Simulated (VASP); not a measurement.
Input of a VASP 6.6.1 run:

The input INCAR:

```
SYSTEM = Yb
PREC = Accurate
ENCUT = 520
EDIFF = 1E-7
ISMEAR = -1
SIGMA = 0.05
LREAL = .False.
LASPH = .True.
NELM = 150
ALGO = Normal
ISIF = 2
LWAVE = .False.
LCHARG = .True.
ISPIN = 2
MAGMOM = 1 1
LORBIT = 11
LMAXMIX = 6
GGA = PE
LELF = .True.
LVHAR = .True.
NBANDS = 35
```

The input KPOINTS:

```
Automatic mesh
0
Gamma
  8 8 4
  0 0 0
```

Contents of POSCAR:

```
Yb
1.0
    3.8799000000      0.0000000000      0.0000000000
   -1.9399500000      3.3600919641      0.0000000000
    0.0000000000      0.0000000000      6.3859000000
Yb
2
Direct
    0.6666666667      0.3333333333      0.7500000000
    0.3333333333      0.6666666667      0.2500000000
```

Potentials or basis: VASP PAW PBE potentials, release 64 (Yb).

Launch:

```console
$ cat potpaw_PBE.64/Yb/POTCAR > POTCAR
$ mpirun -np 1 vasp_std > vasp.out
```

(1) Predict the pressure.

(2) What does it give for the net moment?

(3) What does it give for the band gap on the k mesh?

Results:

(1) -2.5 GPa.

(2) 0.00 μB per cell.

(3) zero (filled and empty bands overlap).

Caveat: spin-orbit coupling is left out, which moves the levels of the heavy elements.
